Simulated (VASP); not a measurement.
A run of VASP 6.6.1:

File INCAR:

```
  ALGO = Fast
  EDIFF = 1E-6
  EDIFFG = -0.01
  ENCUT = 600
  GGA = PE
  IBRION = 2
  ISIF = 3
  ISMEAR = 0
  LASPH = T
  LCHARG = F
  LREAL = F
  LWAVE = F
  NELM = 100
  NSW = 100
  PREC = Accurate
  SIGMA = 0.1
```

KPOINTS

```
k-points
0
Gamma
  14 14 14
```

POSCAR

```
CsHf
1.0
    0.0000000000      3.5047380779      3.5047380779
    3.5047380779      0.0000000000      3.5047380779
    3.5047380779      3.5047380779      0.0000000000
Cs Hf
1 1
Direct
    0.0000000000      0.0000000000      0.0000000000
    0.5000000000      0.5000000000      0.5000000000
```

Potentials or basis: VASP PAW PBE potentials, release 64 (Cs_sv, Hf_pv).

Run with:

```console
$ cat potpaw_PBE.64/Cs_sv/POTCAR potpaw_PBE.64/Hf_pv/POTCAR > POTCAR
$ mpirun -np 1 vasp_std > vasp.out
```

Hardware: 1 thread of Intel(R) Xeon(R) 6975P-C (Granite Rapids) (shared host).

**Question.** How long does it take, and how much memory?

**Answer.** It took 5.3 min on 1 thread of Intel(R) Xeon(R) 6975P-C (Granite Rapids), on a shared host, peak memory 0.38 GiB. Counts: scf iterations 70, k points 104, ion steps 5.
